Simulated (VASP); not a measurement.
# Fe3Ge (Pm-3m) in VASP: single point with r2SCAN

Aim: the single point of Fe3Ge with r2SCAN.

Everything below comes from runs of VASP 6.6.1. Logs are shortened: lines on timing, memory, paths and dates and some standing lists are left out, and cuts for length are marked.

## 1. The cell of the first run

The structure is cubic, space group Pm-3m (No. 221). The conventional cell has a = 3.588 Å, b = 3.588 Å, c = 3.588 Å, α = 90.00°, β = 90.00°, γ = 90.00°. Within 3.3 Å of Fe (site symmetry 4/mmm) lie 8 Fe at 2.54 Å and 4 Ge at 2.54 Å. Ge (site symmetry m-3m) has 12 Fe at 2.54 Å within 3.3 Å.

## 2. Single point, r2SCAN, collinear spin (11.55 Å³/atom)

The input, POSCAR:

```
Fe3Ge
1.0
    3.5878980991      0.0000000000      0.0000000000
    0.0000000000      3.5878980991      0.0000000000
    0.0000000000      0.0000000000      3.5878980991
Fe Ge
3 1
Direct
    0.0000000000      0.5000000000      0.5000000000
    0.5000000000      0.5000000000      0.0000000000
    0.5000000000      0.0000000000      0.5000000000
    0.0000000000      0.0000000000      0.0000000000
```

The input, INCAR.step1:

```
SYSTEM = Fe3Ge
ALGO = Normal
EDIFF = 1E-4
ENCUT = 520
GGA = PE
ISMEAR = 0
ISPIN = 2
LASPH = .True.
LCHARG = .False.
LMAXMIX = 4
LREAL = .False.
LWAVE = .True.
MAGMOM = 3 3 3 -0.15
NBANDS = 31
NELM = 150
PREC = Accurate
SIGMA = 0.1
```

The input, INCAR.step2:

```
SYSTEM = Fe3Ge
ALGO = Normal
EDIFF = 1E-6
ENCUT = 520
ISIF = 2
ISMEAR = 0
ISPIN = 2
ISTART = 1
LASPH = .True.
LCHARG = .False.
LMAXMIX = 4
LMIXTAU = .True.
LORBIT = 11
LREAL = .False.
LWAVE = .False.
MAGMOM = 3 3 3 -0.15
METAGGA = R2SCAN
NBANDS = 31
NELM = 150
PREC = Accurate
SIGMA = 0.1
```

The input, KPOINTS:

```
k-points
0
Gamma
  12 12 12
  0 0 0
```

Potentials or basis: VASP PAW PBE potentials, release 64 (Fe, Ge_d).

The run is started by

```
$ cat potpaw_PBE.64/Fe/POTCAR potpaw_PBE.64/Ge_d/POTCAR > POTCAR
$ cp INCAR.step1 INCAR
$ mpirun -np 1 vasp_std > vasp.out
$ cp INCAR.step2 INCAR
$ mpirun -np 1 vasp_std > vasp.out
```

OUTCAR:

```text
SYSTEM = Fe3Ge
   EDIFF = 1E-6
   ENCUT = 520
   ISIF = 2
   ISMEAR = 0
   ISPIN = 2
   ISTART = 1
   LASPH = .True.
   LORBIT = 11
   LREAL = .False.
   METAGGA = R2SCAN
   NELM = 150
   PREC = Accurate

 ion  position               nearest neighbor table
   1  0.000  0.500  0.500-   2 2.54   3 2.54   4 2.54   2 2.54   4 2.54   3 2.54   4 2.54   4 2.54
                             2 2.54   3 2.54   2 2.54   3 2.54
   2  0.500  0.500  0.000-   1 2.54   3 2.54   4 2.54   1 2.54   3 2.54   3 2.54   4 2.54   3 2.54
                             1 2.54   4 2.54   1 2.54   4 2.54
   3  0.500  0.000  0.500-   1 2.54   2 2.54   4 2.54   2 2.54   4 2.54   1 2.54   2 2.54   2 2.54
                             1 2.54   4 2.54   4 2.54   1 2.54
   4  0.000  0.000  0.000-   1 2.54   2 2.54   3 2.54   1 2.54   3 2.54   1 2.54   2 2.54   1 2.54
                             2 2.54   3 2.54   3 2.54   2 2.54

  LATTYP: Found a simple cubic cell.
 ALAT       =     3.5878980991

  Lattice vectors:

 A1 = (   3.5878980991,   0.0000000000,   0.0000000000)
 A2 = (   0.0000000000,   3.5878980991,   0.0000000000)
 A3 = (   0.0000000000,   0.0000000000,   3.5878980991)

Analysis of symmetry for initial positions (statically):
=====================================================================
 Subroutine PRICEL returns:
 Original cell was already a primitive cell.

 Routine SETGRP: Setting up the symmetry group for a
 simple cubic supercell.

 Subroutine GETGRP returns: Found 48 space group operations
 (whereof 48 operations were pure point group operations)
 out of a pool of 48 trial point group operations.

The static configuration has the point symmetry O_h .

Analysis of symmetry for dynamics (positions and initial velocities):
=====================================================================
 Subroutine PRICEL returns:
 Original cell was already a primitive cell.

 Routine SETGRP: Setting up the symmetry group for a
 simple cubic supercell.

 Subroutine GETGRP returns: Found 48 space group operations
 (whereof 48 operations were pure point group operations)
 out of a pool of 48 trial point group operations.

The dynamic configuration has the point symmetry O_h .

Analysis of structural, dynamic, and magnetic symmetry:
=====================================================================
 Subroutine PRICEL returns:
 Original cell was already a primitive cell.

 Routine SETGRP: Setting up the symmetry group for a
 simple cubic supercell.

 Subroutine GETGRP returns: Found 48 space group operations
 (whereof 48 operations were pure point group operations)
 out of a pool of 48 trial point group operations.

The overall configuration has the point symmetry O_h .

 Subroutine INISYM returns: Found 48 space group operations
 (whereof 48 operations are pure point group operations),
 and found     1 'primitive' translations

----------------------------------------------------------------------------------------

                                     Primitive cell

  volume of cell :      46.1871

  direct lattice vectors                    reciprocal lattice vectors
     3.587898099  0.000000000  0.000000000     0.278714716  0.000000000  0.000000000
     0.000000000  3.587898099  0.000000000     0.000000000  0.278714716  0.000000000
     0.000000000  0.000000000  3.587898099     0.000000000  0.000000000  0.278714716

  length of vectors
     3.587898099  3.587898099  3.587898099     0.278714716  0.278714716  0.278714716

  position of ions in fractional coordinates (direct lattice)
     0.000000000  0.500000000  0.500000000
     0.500000000  0.500000000  0.000000000
     0.500000000  0.000000000  0.500000000
     0.000000000  0.000000000  0.000000000

  ion indices of the primitive-cell ions
   primitive index   ion index
                 1           1
                 2           2
                 3           3
                 4           4

----------------------------------------------------------------------------------------

 KPOINTS: k-points

Automatic generation of k-mesh.
 Grid dimensions read from file:
 generate k-points for:   12   12   12

 Generating k-lattice:

  Cartesian coordinates                     Fractional coordinates (reciprocal lattice)
     0.023226226  0.000000000  0.000000000     0.083333333  0.000000000  0.000000000
     0.000000000  0.023226226  0.000000000     0.000000000  0.083333333  0.000000000
     0.000000000  0.000000000  0.023226226     0.000000000  0.000000000  0.083333333

  Length of vectors
     0.023226226  0.023226226  0.023226226

  Shift w.r.t. Gamma in fractional coordinates (k-lattice)
     0.000000000  0.000000000  0.000000000

 Subroutine IBZKPT returns following result:
 ===========================================

 Found     84 irreducible k-points:

 Following reciprocal coordinates:
            Coordinates               Weight
  0.000000  0.000000  0.000000      1.000000
  0.083333  0.000000  0.000000      6.000000
  0.166667  0.000000  0.000000      6.000000
  0.250000  0.000000  0.000000      6.000000
  0.333333  0.000000  0.000000      6.000000
  0.416667  0.000000  0.000000      6.000000
[... 16 lines left out ...]
  0.333333  0.333333  0.000000     12.000000
  0.416667  0.333333  0.000000     24.000000
 [... further k-points ...]
   k-points           NKPTS =     84   k-points in BZ     NKDIM =     84   number of bands    NBANDS=     31
   number of dos      NEDOS =    301   number of ions     NIONS =      4
   total plane-waves  NPLWV =  21952
   dimension x,y,z NGX =    28 NGY =   28 NGZ =   28
   dimension x,y,z NGXF=    56 NGYF=   56 NGZF=   56
   ions per type =               3   1
   NGX,Y,Z   is equivalent  to a cutoff of  12.97, 12.97, 12.97 a.u.
   NGXF,Y,Z  is equivalent  to a cutoff of  25.95, 25.95, 25.95 a.u.
 SYSTEM =  Fe3Ge
   PREC   = accura    normal or accurate (medium, high low for compatibility)
   ISTART =      1    job   : 0-new  1-cont  2-samecut
   ICHARG =      0    charge: 1-file 2-atom 10-const
   ISPIN  =      2    spin polarized calculation?
   LNONCOLLINEAR =      F non collinear calculations
   LSORBIT =      F    spin-orbit coupling
   LASPH  =      T    aspherical Exc in radial PAW
   ENCUT  =  520.0 eV  38.22 Ry    6.18 a.u.   6.67  6.67  6.67*2*pi/ulx,y,z
   NELM   =    150;   NELMIN=  2; NELMDL=  0     # of ELM steps
   EDIFF  = 0.1E-05   stopping-criterion for ELM
   LREAL  =      F    real-space projection
   EDIFFG = 0.1E-04   stopping-criterion for IOM
   NSW    =      0    number of steps for IOM
   IBRION =     -1    ionic relax: 0-MD 1-quasi-New 2-CG
   NFREE  =      0    steps in history (QN), initial steepest desc. (CG)
   ISIF   =      2    stress and relaxation
   ISYM   =      2    0-nonsym 1-usesym 2-fastsym
   POTIM  = 0.5000    time-step for ionic-motion
   TEBEG  =    0.0;   TEEND  =   0.0 temperature during run
   PSTRESS=    0.0 pullay stress
   NELECT =      38.0000    total number of electrons
   NUPDOWN=      -1.0000    fix difference up-down
   EMIN   =  10.00;   EMAX   =-10.00  energy-range for DOS
   EFERMI =   0.00;   METHOD = LEGACY
   ISMEAR =     0;   SIGMA  =   0.10  broadening in eV -4-tet -1-fermi 0-gaus
   EFERMI_NEDOS =   21; number of points for ismear=-14 and -15
   IALGO  =     38    algorithm
   IMIX   =      4    mixing-type and parameters
     AMIX     =   0.40;   BMIX     =  1.00
     AMIX_MAG =   1.60;   BMIX_MAG =  1.00
  volume/ion in A,a.u.               =      11.55        77.92
  Fermi-wavevector in a.u.,A,eV,Ry     =   1.534014  2.898866 32.017207  2.353198
  Thomas-Fermi vector in A             =   2.641001
   LORBIT       =     11    0 simple, 1 ext, 2 COOP (PROOUT), +10 PAW based schemes
   METAGGA = R2SCAN    functional components
   LHFCALC =     F    Hartree Fock is set to
   AEXX    =    0.0000 exact exchange contribution
   IVDW    =     0    specifies the selected vdW correction
   LEPSILON=     F    determine dielectric tensor
   LRPA    =     F    only Hartree local field effects (RPA)
 spin polarized calculation
 Gauss-broadening in eV      SIGMA  =   0.10
  energy-cutoff  :      520.00
  volume of cell :       46.19
 maximum number of plane-waves:      1261
 NGX is ok and might be reduce to    28
   NGX = 13   NGY = 13   NGZ = 13

 number of electron      37.9999980 magnetization       7.5192528

 Free energy of the ion-electron system (eV)
  ---------------------------------------------------
  ext. energy  EPLUGINS =         0.00000000
  ---------------------------------------------------
  free energy    TOTEN  =       -57.19591319 eV

  energy without entropy =      -57.18686440  energy(sigma->0) =      -57.19138879

 E-fermi :   8.0288     XC(G=0): -14.4999

 val. band max:        8.0284305187   @ k =   0.2500   0.1667   0.0833
 cond. band min:       8.0441266616   @ k =   0.5000   0.3333   0.0000
 fundamental gap:      0.0156961430
 Fermi energy:         8.0288296311

 spin component 1

 k-point     1 :       0.0000    0.0000    0.0000
  band No.  band energies     occupation
      1     -17.5255      1.00000
      2     -17.5255      1.00000
      3     -17.5191      1.00000
      4     -17.5191      1.00000
      5     -17.5191      1.00000
      6      -5.1003      1.00000
[... 23 lines left out ...]
     30      18.3266      0.00000
     31      21.6017      0.00000

 k-point     2 :       0.0833    0.0000    0.0000
  band No.  band energies     occupation
      1     -17.5251      1.00000
      2     -17.5238      1.00000
      3     -17.5190      1.00000
      4     -17.5189      1.00000
      5     -17.5189      1.00000
      6      -5.0203      1.00000
[... 23 lines left out ...]
     30      18.1601      0.00000
     31      21.1825      0.00000

 k-point     3 :       0.1667    0.0000    0.0000
  band No.  band energies     occupation
      1     -17.5241      1.00000
      2     -17.5191      1.00000
      3     -17.5188      1.00000
      4     -17.5185      1.00000
      5     -17.5185      1.00000
      6      -4.7846      1.00000
[... 703 lines left out ...]
     30      18.6293      0.00000
     31      20.7226      0.00000

 k-point    24 :       0.4167    0.3333    0.0000
  band No.  band energies     occupation
      1     -17.5252      1.00000
      2     -17.5167      1.00000
      3     -17.5164      1.00000
      4     -17.5114      1.00000
      5     -17.4917      1.00000
      6      -2.6085      1.00000
[... 23 lines left out ...]
     30      18.9460      0.00000
     31      21.0643      0.00000

 [... further k-points ...]

 spin component 2

 k-point     1 :       0.0000    0.0000    0.0000
  band No.  band energies     occupation
      1     -17.5497      1.00000
      2     -17.5497      1.00000
      3     -17.5362      1.00000
      4     -17.5362      1.00000
      5     -17.5362      1.00000
      6      -5.4052      1.00000
[... 23 lines left out ...]
     30      18.4427      0.00000
     31      22.4794      0.00000

 k-point     2 :       0.0833    0.0000    0.0000
  band No.  band energies     occupation
      1     -17.5493      1.00000
      2     -17.5478      1.00000
      3     -17.5361      1.00000
      4     -17.5361      1.00000
      5     -17.5361      1.00000
      6      -5.3244      1.00000
[... 23 lines left out ...]
     30      18.3745      0.00000
     31      22.0531      0.00000

 k-point     3 :       0.1667    0.0000    0.0000
  band No.  band energies     occupation
      1     -17.5483      1.00000
      2     -17.5427      1.00000
      3     -17.5359      1.00000
      4     -17.5359      1.00000
      5     -17.5359      1.00000
      6      -5.0865      1.00000
[... 703 lines left out ...]
     30      19.4525      0.00000
     31      21.3431      0.00000

 k-point    24 :       0.4167    0.3333    0.0000
  band No.  band energies     occupation
      1     -17.5436      1.00000
      2     -17.5346      1.00000
      3     -17.5346      1.00000
      4     -17.5344      1.00000
      5     -17.5131      1.00000
      6      -2.8411      1.00000
[... 23 lines left out ...]
     30      19.8114      0.00000
     31      21.7801      0.00000

 [... further k-points ...]
[... 5 lines left out ...]
  --------------------------------------------------------------------------------------
  -------------------------------------------------------------------------------------
  Total        3.3977517      3.3977517      3.3977517     -0.0000000     -0.0000000      0.0000000
  in kB      117.8642037    117.8642037    117.8642037     -0.0000000     -0.0000000      0.0000000
  external PRESSURE =     117.8642037 kB  Pullay stress =       0.0000000 kB

 VOLUME and BASIS-vectors are now :
 -----------------------------------------------------------------------------
  energy-cutoff  :      520.00
  volume of cell :       46.19
      direct lattice vectors                 reciprocal lattice vectors
     3.587898099  0.000000000  0.000000000     0.278714716  0.000000000  0.000000000
     0.000000000  3.587898099  0.000000000     0.000000000  0.278714716  0.000000000
     0.000000000  0.000000000  3.587898099     0.000000000  0.000000000  0.278714716

 POSITION                                       TOTAL-FORCE (eV/Angst)
 -----------------------------------------------------------------------------------
      0.00000      1.79395      1.79395         0.000000      0.000000      0.000000
      1.79395      1.79395      0.00000         0.000000      0.000000      0.000000
      1.79395      0.00000      1.79395         0.000000      0.000000      0.000000
      0.00000      0.00000      0.00000         0.000000      0.000000      0.000000
 -----------------------------------------------------------------------------------
    total drift:                               -0.000000      0.000000      0.000000

  FREE ENERGIE OF THE ION-ELECTRON SYSTEM (eV)
  ---------------------------------------------------
  free  energy   TOTEN  =       -57.1959131903 eV

  energy  without entropy=      -57.1868643982  energy(sigma->0) =      -57.19138879

 total charge

# of ion       s       p       d       tot
------------------------------------------
    1        0.460   0.586   6.279   7.325
    2        0.460   0.586   6.279   7.325
    3        0.460   0.586   6.279   7.325
    4        1.071   1.410  10.119  12.601
--------------------------------------------------
tot          2.450   3.168  28.957  34.575

 magnetization (x)

# of ion       s       p       d       tot
------------------------------------------
    1        0.006  -0.026   2.614   2.594
    2        0.006  -0.026   2.614   2.594
    3        0.006  -0.026   2.614   2.594
    4       -0.001  -0.166  -0.000  -0.167
--------------------------------------------------
tot          0.018  -0.245   7.842   7.614
```

It took 7.4 min on 1 thread of Intel Xeon 6975P-C (Granite Rapids), shared host; peak memory 0.31 GiB.

What came out:

```
Free energy                                           : -57.1959 eV
Pressure                                              : 11.8 GPa
Net moment                                            : 7.52 μB per cell
Site moments                                          : Fe +2.59; Ge -0.17 μB
Valence electrons inside the program's atomic spheres : Fe 7.33; Ge 12.60
```

Levels at points of the mesh, in eV from the Fermi level:
Spin up:
| k point | band 20 | band 21 | band 22 | band 23 | band 24 | band 25 | band 26 | band 27 |
| --- | --- | --- | --- | --- | --- | --- | --- | --- |
| (0.00, 0.00, 0.00) | -1.35 | -1.35 | -1.00 | -1.00 | -1.00 | 3.53 | 6.80 | 6.80 |
| (0.50, 0.00, 0.00) | -2.61 | -2.13 | -1.00 | 3.08 | 3.08 | 4.52 | 5.66 | 5.66 |
| (0.50, 0.50, 0.00) | -2.39 | -2.29 | -2.13 | -0.31 | -0.31 | 5.18 | 6.12 | 8.56 |
| (0.50, 0.50, 0.50) | -2.78 | -1.35 | -1.35 | -1.35 | -0.73 | -0.42 | 4.21 | 4.21 |
Spin down:
```tsv
k point	band 11	band 12	band 13	band 14	band 15	band 16	band 17	band 18	band 19	band 20
(0.00, 0.00, 0.00)	-2.62	-2.62	-1.55	-1.55	-1.55	0.85	0.85	0.85	1.99	2.21
(0.50, 0.00, 0.00)	-2.19	-1.85	-1.15	-1.15	-0.34	0.26	0.55	0.55	0.80	1.19
(0.50, 0.50, 0.00)	-2.04	-1.58	-1.58	-0.92	-0.92	0.22	0.85	0.86	0.86	0.98
(0.50, 0.50, 0.50)	-3.82	-3.82	-1.11	-0.76	-0.76	-0.76	1.24	1.24	1.24	1.45
```

Caveat: the cell stands under pressure; the PAW data sets were made with another functional, which shifts forces and pressure a little.
